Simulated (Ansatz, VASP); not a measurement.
**Two plane-wave programs on Pd**

The input INCAR:

```
PREC     = Accurate       # precision mode
ENCUT    = 520            # plane-wave cutoff, eV
EDIFF    = 1E-7           # SCF threshold, eV
ISMEAR   = -1             # smearing method
SIGMA    = 0.05           # smearing width, eV
LREAL    = F              # projectors in reciprocal space
LASPH    = T              # aspherical terms in the spheres
NELM     = 150            # most SCF steps
ALGO     = Normal         # electronic algorithm
ISIF     = 2              # what is computed and relaxed
LWAVE    = F              # write WAVECAR
LCHARG   = T              # write CHGCAR
ISPIN    = 2              # spin polarisation
MAGMOM   = -0.45 -0.45    # initial moments
LORBIT   = 11             # projections on sites
LMAXMIX  = 4              # l up to which the mixer works
GGA      = RE             # functional
LELF     = T              # ELF
LVHAR    = T            
NBANDS   = 21             # bands
```

The input KPOINTS:

```
Automatic mesh
0
Gamma
  11 11 11
```

File POSCAR:

```
Pd
1.0
    0.0000000000      3.0477352627      3.0477352627
    3.0477352627      0.0000000000      3.0477352627
    3.0477352627      3.0477352627      0.0000000000
Pd
2
Direct
    0.1250000000      0.1250000000      0.1250000000
    0.8750000000      0.8750000000      0.8750000000
```

Input for Ansatz:

```yaml
crystal:
  lattice:
    - [0.0, 3.0477352627, 3.0477352627]
    - [3.0477352627, 0.0, 3.0477352627]
    - [3.0477352627, 3.0477352627, 0.0]
  atoms:
    - { symbol: Pd, position: [0.125, 0.125, 0.125], spin: -0.45 }
    - { symbol: Pd, position: [0.875, 0.875, 0.875], spin: -0.45 }
hamiltonian:
  xc: revpbe
  pseudopotentials:
    kind: paw
    azcp:
      Pd: "pseudopotentials/Pd.paw.azcp"
basis:
  ecutwfc: 420
  fft_grid_basis: typed
kpoints:
  mp_grid: { grid: [11, 11, 11], shift: [0, 0, 0] }
magnetization:
  spin_polarized: true
scf:
  occupations: { method: fermi_dirac, width: 0.05 }
  lower_state_search: "off"
output:
  stress: true
```

Alike in both runs: task single point; functional revPBE; k mesh 11 × 11 × 11; occupations fermi-dirac, width 0.05 eV; collinear spin.

|  | VASP | Ansatz |
| --- | --- | --- |
| version | VASP 6.6.1 | Ansatz 0.2.0 |
| potentials or method | VASP PAW PBE potentials, release 64 (Pd), cutoff 520 eV | plane waves (420 eV) with PAW, scalar-relativistic |
| valence electrons in the cell | 20 | 36 |

```csv
,VASP,Ansatz,Ansatz less VASP
pressure (GPa),-4.9,-4.8,+0.12
net moment per atom (μB),0.43,0.43,0.000
size of the moment on the site where the two differ most (μB),0.43,0.43,-0.002
```

VASP's potentials were made for PBE, not for revPBE. Site moments also hang on the region over which each program counts them. VASP's potentials hold 20 valence electrons a cell and Ansatz's 36, so a difference there can come from the potentials and not from the codes.
